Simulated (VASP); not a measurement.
Set up this calculation in VASP 6.6.1, as the native input.

```yaml
Task: relaxation of cell and atoms
Functional: PBE
Potentials_or_basis: VASP PAW PBE potentials, release 64 (Li_sv, C)
Cutoff: 600 eV
k_mesh: 12 × 12 × 12
Occupations: gaussian, width 0.1 eV
Spin: no spin polarisation
Dipole_correction: no
Further_INCAR_settings: ALGO = Normal; EDIFF = 1e-06; IBRION = 2; EDIFFG = -0.01; NSW = 100; ISIF = 3
```

The structure of LiC2 lies in POSCAR:

```
LiC2
1.0
    0.0000000000      2.6987205118      2.6987205118
    2.6987205118      0.0000000000      2.6987205118
    2.6987205118      2.6987205118      0.0000000000
Li C
2 4
Direct
    0.0000000000      0.0000000000      0.0000000000
    0.2500000000      0.2500000000      0.2500000000
    0.6250000000      0.6250000000      0.1250000000
    0.6250000000      0.1250000000      0.6250000000
    0.6250000000      0.6250000000      0.6250000000
    0.1250000000      0.6250000000      0.6250000000
```

One way to write it, as run:

INCAR

```
SYSTEM = LiC2
PREC     = Accurate       ! precision mode
ENCUT    = 600            ! plane-wave cutoff, eV
EDIFF    = 1E-6           ! SCF threshold, eV
ISMEAR   = 0              ! smearing method
SIGMA    = 0.1            ! smearing width, eV
LREAL    = .False.        ! projectors in reciprocal space
LASPH    = .True.         ! aspherical terms in the spheres
NELM     = 100            ! most SCF steps
ALGO     = Normal         ! electronic algorithm
ISIF     = 3              ! what is computed and relaxed
LWAVE    = .False.        ! write WAVECAR
LCHARG   = .False.        ! write CHGCAR
GGA      = PE             ! functional
IBRION   = 2              ! ionic algorithm
NSW      = 100            ! ionic steps
EDIFFG   = -0.01          ! ionic threshold
```

KPOINTS

```
Automatic mesh
0
Gamma
  12 12 12
  0 0 0
```

Potentials or basis: VASP PAW PBE potentials, release 64 (Li_sv, C).

The run is started by

```console
$ cat potpaw_PBE.64/Li_sv/POTCAR potpaw_PBE.64/C/POTCAR > POTCAR
$ mpirun -np 1 vasp_std > vasp.out
```

Results of the run:

The relaxed volume is 6.45 Å³/atom, the relaxed cell is a = 3.797 Å, b = 3.797 Å, c = 3.797 Å, α = 60.00°, β = 60.00°, γ = 60.00° and the space group after relaxing (to 0.1 Å) is Fd-3m (No. 227). The energy gained by relaxing is 0.7 meV/atom, the ionic steps are 3 and the pressure after relaxing is 0.0 GPa. The band gap on the k mesh is zero (bands 11 and 12 overlap by 4.58 eV).

Caveat: the cutoff is under 1.25 times the usual one of these potentials, so pressure, stress and relaxed cells hold a basis-set (Pulay) error.

Run time: 2.8 min on 1 thread of Intel Xeon 8259CL, on a shared host, peak memory 0.19 GiB.
